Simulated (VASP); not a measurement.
# AlSi2Cl (P6/mmm) in VASP: a series of runs

Runs on AlSi2Cl. Level: PBE. Tasks: single point, relaxation of cell and atoms.

Program: VASP 6.6.1. These are calculated values, not measurements. Logs are shortened: lines on timing, memory, paths and dates and some standing lists are left out, and cuts for length are marked.

## Step 1: The cell of the first run

The structure is hexagonal, space group P6/mmm (No. 191). Conventional cell: a = 4.485 Å, b = 4.485 Å, c = 5.127 Å, α = 90.00°, β = 90.00°, γ = 120.00°. Within 3.4 Å of Al (site symmetry 6/mmm) lie 2 Cl at 2.56 Å and 6 Si at 2.59 Å. Within 3.4 Å of Si (site symmetry -6m2) lie 3 Si at 2.59 Å and 3 Al at 2.59 Å. Cl (site symmetry 6/mmm) has 2 Al at 2.56 Å within 3.4 Å.

## Step 2: Single point, PBE

Contents of INCAR:

```
PREC = Accurate
ENCUT = 520
EDIFF = 1E-6
ISMEAR = 0
SIGMA = 0.1
LREAL = False
LASPH = True
NELM = 100
ALGO = Normal
ISIF = 2
LWAVE = False
LCHARG = False
GGA = PE
NBANDS = 17
```

Contents of KPOINTS:

```
regular mesh
0
Gamma
  12 12 10
```

Contents of POSCAR:

```
AlSi2Cl
1.0
    4.4853092760      0.0000000000      0.0000000000
   -2.2426546380      3.8843917768      0.0000000000
    0.0000000000      0.0000000000      5.1265550799
Al Si Cl
1 2 1
Direct
    0.0000000000      0.0000000000      0.5000000000
    0.3333333333      0.6666666667      0.5000000000
    0.6666666667      0.3333333333      0.5000000000
    0.0000000000      0.0000000000      0.0000000000
```

Potentials or basis: VASP PAW PBE potentials, release 64 (Al, Si, Cl).

Command:

```bash
> cat potpaw_PBE.64/Al/POTCAR potpaw_PBE.64/Si/POTCAR potpaw_PBE.64/Cl/POTCAR > POTCAR
> mpirun -np 1 vasp_std > vasp.out
```

OUTCAR:

```text
PREC = Accurate
   ENCUT = 520
   EDIFF = 1E-6
   ISMEAR = 0
   LREAL = False
   LASPH = True
   NELM = 100
   ISIF = 2
   GGA = PE

 ion  position               nearest neighbor table
   1  0.000  0.000  0.500-   4 2.56   4 2.56   2 2.59   3 2.59   2 2.59   3 2.59   3 2.59   2 2.59

   2  0.333  0.667  0.500-   3 2.59   3 2.59   1 2.59   1 2.59   1 2.59   3 2.59
   3  0.667  0.333  0.500-   2 2.59   2 2.59   1 2.59   1 2.59   1 2.59   2 2.59
   4  0.000  0.000  0.000-   1 2.56   1 2.56

  LATTYP: Found a hexagonal cell.
 ALAT       =     4.4853092760
 C/A-ratio  =     1.1429657944

  Lattice vectors:

 A1 = (   4.4853092760,   0.0000000000,   0.0000000000)
 A2 = (  -2.2426546380,   3.8843917768,   0.0000000000)
 A3 = (   0.0000000000,   0.0000000000,   5.1265550799)

Analysis of symmetry for initial positions (statically):
=====================================================================
 Subroutine PRICEL returns:
 Original cell was already a primitive cell.

 Routine SETGRP: Setting up the symmetry group for a
 hexagonal supercell.

 Subroutine GETGRP returns: Found 24 space group operations
 (whereof 24 operations were pure point group operations)
 out of a pool of 24 trial point group operations.

The static configuration has the point symmetry D_6h.

Analysis of symmetry for dynamics (positions and initial velocities):
=====================================================================
 Subroutine PRICEL returns:
 Original cell was already a primitive cell.

 Routine SETGRP: Setting up the symmetry group for a
 hexagonal supercell.

 Subroutine GETGRP returns: Found 24 space group operations
 (whereof 24 operations were pure point group operations)
 out of a pool of 24 trial point group operations.

The dynamic configuration has the point symmetry D_6h.

 Subroutine INISYM returns: Found 24 space group operations
 (whereof 24 operations are pure point group operations),
 and found     1 'primitive' translations

----------------------------------------------------------------------------------------

                                     Primitive cell

  volume of cell :      89.3184

  direct lattice vectors                    reciprocal lattice vectors
     4.485309276  0.000000000  0.000000000     0.222950066  0.128720281  0.000000000
    -2.242654638  3.884391777  0.000000000     0.000000000  0.257440561  0.000000000
     0.000000000  0.000000000  5.126555080     0.000000000  0.000000000  0.195062763

  length of vectors
     4.485309276  4.485309276  5.126555080     0.257440561  0.257440561  0.195062763

  position of ions in fractional coordinates (direct lattice)
[... 89 lines left out ...]
   ISIF   =      2    stress and relaxation
   ISYM   =      2    0-nonsym 1-usesym 2-fastsym
   POTIM  = 0.5000    time-step for ionic-motion
   TEBEG  =    0.0;   TEEND  =   0.0 temperature during run
   PSTRESS=    0.0 pullay stress
   NELECT =      18.0000    total number of electrons
   NUPDOWN=      -1.0000    fix difference up-down
   EMIN   =  10.00;   EMAX   =-10.00  energy-range for DOS
   EFERMI =   0.00;   METHOD = LEGACY
   ISMEAR =     0;   SIGMA  =   0.10  broadening in eV -4-tet -1-fermi 0-gaus
   EFERMI_NEDOS =   21; number of points for ismear=-14 and -15
   IALGO  =     38    algorithm
   IMIX   =      4    mixing-type and parameters
     AMIX     =   0.40;   BMIX     =  1.00
     AMIX_MAG =   1.60;   BMIX_MAG =  1.00
  volume/ion in A,a.u.               =      22.33       150.69
  Fermi-wavevector in a.u.,A,eV,Ry     =   0.959810  1.813778 12.534169  0.921235
  Thomas-Fermi vector in A             =   2.089039
   LORBIT       =      0    0 simple, 1 ext, 2 COOP (PROOUT), +10 PAW based schemes
   GGA     = PE    functional components
   LHFCALC =     F    Hartree Fock is set to
   AEXX    =    0.0000 exact exchange contribution
   IVDW    =     0    specifies the selected vdW correction
   LEPSILON=     F    determine dielectric tensor
   LRPA    =     F    only Hartree local field effects (RPA)
 non-spin polarized calculation
 Gauss-broadening in eV      SIGMA  =   0.10
  energy-cutoff  :      520.00
  volume of cell :       89.32
 maximum number of plane-waves:      2429
 NGX is ok and might be reduce to    36
   NGX = 17   NGY = 17   NGZ = 19

 number of electron      18.0000000 magnetization

 Free energy of the ion-electron system (eV)
  ---------------------------------------------------
  ext. energy  EPLUGINS =         0.00000000
  ---------------------------------------------------
  free energy    TOTEN  =       -15.40673887 eV

  energy without entropy =      -15.39303105  energy(sigma->0) =      -15.39988496

 E-fermi :   4.1562     XC(G=0):  -8.8397

 val. band max:        4.1516598118   @ k =   0.2500   0.2500   0.5000
 cond. band min:       4.1632326786   @ k =   0.3333   0.3333   0.1000
 fundamental gap:      0.0115728668
 Fermi energy:         4.1562281194

 k-point     1 :       0.0000    0.0000    0.0000
  band No.  band energies     occupation
      1     -11.0361      2.00000
      2      -6.6579      2.00000
      3      -1.2921      2.00000
      4       0.9356      2.00000
      5       0.9356      2.00000
      6       1.5332      2.00000
[... 457 lines left out ...]
      4      -0.8649      2.00000
      5      -0.3048      2.00000
      6       0.9410      2.00000
[... 9 lines left out ...]
     16      11.0762      0.00000
     17      12.0676      0.00000

 [... further k-points ...]

------------------------ aborting loop because EDIFF is reached ----------------------------------------

  FORCE on cell =-STRESS in cart. coord.  units (eV):
  Direction    XX          YY          ZZ          XY          YZ          ZX
  --------------------------------------------------------------------------------------
  -------------------------------------------------------------------------------------
  Total       -0.0269288     -0.0269288     -0.0188984      0.0000000      0.0000000      0.0000000
  in kB       -0.4830439     -0.4830439     -0.3389963      0.0000000      0.0000000      0.0000000
  external PRESSURE =      -0.4350280 kB  Pullay stress =       0.0000000 kB

 VOLUME and BASIS-vectors are now :
 -----------------------------------------------------------------------------
  energy-cutoff  :      520.00
  volume of cell :       89.32
      direct lattice vectors                 reciprocal lattice vectors
     4.485309276  0.000000000  0.000000000     0.222950066  0.128720281  0.000000000
    -2.242654638  3.884391777  0.000000000     0.000000000  0.257440561  0.000000000
     0.000000000  0.000000000  5.126555080     0.000000000  0.000000000  0.195062763

 POSITION                                       TOTAL-FORCE (eV/Angst)
 -----------------------------------------------------------------------------------
      0.00000      0.00000      2.56328         0.000000      0.000000     -0.000000
     -0.00000      2.58959      2.56328         0.000000     -0.000000     -0.000000
      2.24265      1.29480      2.56328        -0.000000      0.000000      0.000000
      0.00000      0.00000      0.00000         0.000000      0.000000     -0.000000
 -----------------------------------------------------------------------------------
    total drift:                               -0.000000     -0.000000     -0.000000

  FREE ENERGIE OF THE ION-ELECTRON SYSTEM (eV)
  ---------------------------------------------------
  free  energy   TOTEN  =       -15.4067388669 eV

  energy  without entropy=      -15.3930310470  energy(sigma->0) =      -15.39988496
```

It took 3.1 min on 1 thread of AMD EPYC 7R43 (Zen 3), shared host; peak memory 0.28 GiB.

Results:

* Free energy: -15.4067 eV
* Pressure: 0.0 GPa
* Band gap on the k mesh: zero (band 9 reaches 4.90 eV, above the bottom of band 10 at 2.62 eV)

## Step 3: Relaxation of cell and atoms, PBE

Contents of INCAR:

```
SYSTEM = AlSi2Cl
  PREC = Accurate
  ENCUT = 600
  EDIFF = 1E-6
  ISMEAR = 0
  SIGMA = 0.1
  LREAL = .False.
  LASPH = .True.
  NELM = 100
  ALGO = Normal
  ISIF = 3
  LWAVE = .False.
  LCHARG = .False.
  GGA = PE
  IBRION = 2
  NSW = 100
  EDIFFG = -0.01
```

Contents of KPOINTS:

```
Automatic mesh
0
Gamma
  12 12 10
  0 0 0
```

Contents of POSCAR:

```
AlSi2Cl
1.0
    4.4888849205      0.0000000000      0.0000000000
   -2.2444424603      3.8874883758      0.0000000000
    0.0000000000      0.0000000000      5.1146918592
Al Si Cl
1 2 1
Direct
    0.0000000000      0.0000000000      0.5000000000
    0.3333333333      0.6666666667      0.5000000000
    0.6666666667      0.3333333333      0.5000000000
    0.0000000000      0.0000000000      0.0000000000
```

Potentials or basis: VASP PAW PBE potentials, release 64 (Al, Si, Cl).

Command:

```bash
> cat potpaw_PBE.64/Al/POTCAR potpaw_PBE.64/Si/POTCAR potpaw_PBE.64/Cl/POTCAR > POTCAR
> mpirun -np 1 vasp_std > vasp.out
```

Run time: 5.2 min. Hardware: 1 thread of AMD EPYC 7R43 (Zen 3), shared host; peak memory 0.31 GiB.

The run converged. Its results:

* Free energy: -15.4070 eV
* Relaxed volume: 22.30 Å³/atom
* Relaxed cell: a = 4.484 Å, b = 4.484 Å, c = 5.122 Å, α = 90.00°, β = 90.00°, γ = 120.00°
* Space group after relaxing (to 0.05 Å): P6/mmm (No. 191)
* Energy gained by relaxing: 0.0 meV/atom
* Ionic steps: 3
* Pressure after relaxing: 0.0 GPa
* Band gap on the k mesh: zero (band 9 reaches 4.91 eV, above the bottom of band 10 at 2.64 eV)

The path:
```
step  energy change (eV)  largest force (eV/Å)  pressure (GPa)  volume (Å³)
   1              0.0000                0.0000           -0.03        89.25
   2             -0.0001                0.0000            0.02        89.20
   3             -0.0002                0.0000            0.04        89.18
```

Final structure:
```
Al Si Cl
1.0
     4.48371    0.00000    0.00000
    -2.24185    3.88300    0.00000
     0.00000    0.00000    5.12231
Al Si Cl
1 2 1
Direct
  0.00000 0.00000 0.50000
  0.33333 0.66667 0.50000
  0.66667 0.33333 0.50000
  0.00000 0.00000 0.00000
```

Levels at points of the mesh, in eV from the Fermi level:
| k point | band 7 | band 8 | band 9 | band 10 | band 11 | band 12 |
| --- | --- | --- | --- | --- | --- | --- |
| (0.00, 0.00, 0.00) | -2.63 | -2.14 | -0.64 | -0.64 | -0.36 | 0.90 |
| (0.50, 0.00, 0.00) | -2.97 | -2.22 | -0.82 | 1.40 | 4.21 | 4.73 |
| (0.00, 0.00, 0.50) | -2.58 | -2.36 | -2.07 | -1.54 | -1.54 | 2.72 |
| (0.50, 0.00, 0.50) | -2.95 | -1.36 | 0.15 | 0.50 | 3.79 | 4.28 |

(Continued in part 2 of 2.)
